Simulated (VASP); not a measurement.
Write the native input for VASP 6.6.1 that does the following.

```
Task                   : single point
Functional             : revPBE
Dispersion             : D3(BJ)
Potentials or basis    : VASP PAW PBE potentials, release 64 (V_sv)
Cutoff                 : 520 eV
k mesh                 : 12 × 12 × 12
Occupations            : methfessel-paxton, width 0.1 eV
Spin                   : collinear spin, ferromagnetic start
Starting moments       : [-1.16] μB
Hubbard terms          : V d U = 7.0 eV
Dipole correction      : no
Further INCAR settings : ALGO = Normal; EDIFF = 1e-07; NBANDS = 16
```

The structure of V lies in POSCAR:

```
V
1.0
    0.0000000000      1.8817691711      1.8817691711
    1.8817691711      0.0000000000      1.8817691711
    1.8817691711      1.8817691711      0.0000000000
V
1
Direct
    0.0000000000      0.0000000000      0.0000000000
```

The input as run:

INCAR

```
SYSTEM = V
PREC     = Accurate       ! precision mode
ENCUT    = 520            ! plane-wave cutoff, eV
EDIFF    = 1E-7           ! SCF threshold, eV
ISMEAR   = 1              ! smearing method
SIGMA    = 0.1            ! smearing width, eV
LREAL    = .False.        ! projectors in reciprocal space
LASPH    = .True.         ! aspherical terms in the spheres
NELM     = 150            ! most SCF steps
ALGO     = Normal         ! electronic algorithm
ISIF     = 2              ! what is computed and relaxed
LWAVE    = .False.        ! write WAVECAR
LCHARG   = .True.         ! write CHGCAR
ISPIN    = 2              ! spin polarisation
MAGMOM   = -1.16          ! initial moments
LORBIT   = 11             ! projections on sites
LMAXMIX  = 4              ! l up to which the mixer works
LDAU     = .True.         ! DFT+U
LDAUTYPE = 2            
LDAUL    = 2              ! shell
LDAUU    = 7              ! U, eV
LDAUJ    = 0            
LDAUPRINT= 1            
GGA      = RE             ! functional
IVDW     = 12             ! dispersion correction
LELF     = .True.         ! ELF
LVHAR    = .True.       
NBANDS   = 16             ! bands
```

KPOINTS

```
Automatic mesh
0
Gamma
  12 12 12
  0 0 0
```

Potentials or basis: VASP PAW PBE potentials, release 64 (V_sv).

Command:

```sh
$ cat potpaw_PBE.64/V_sv/POTCAR > POTCAR
$ mpirun -np 1 vasp_std > vasp.out
```

Results of the run:

```yaml
Pressure: 67.2 GPa
Band_gap_on_the_k_mesh: 0.53 eV, direct
Net_moment: -3.00 μB per cell
Site_moments: V -2.73 μB
Valence_electrons_inside_the_program's_atomic_spheres: V 11.76
Dispersion_energy_per_atom: -1.289 eV
```

Caveat: three body term missing; the PAW data sets were made with another functional, which shifts forces and pressure a little; the U is typed as a test and isn't derived for this compound.

Wall time 30 s on 1 thread of Intel(R) Xeon(R) 6975P-C (Granite Rapids) (shared host), peak memory 0.15 GiB.
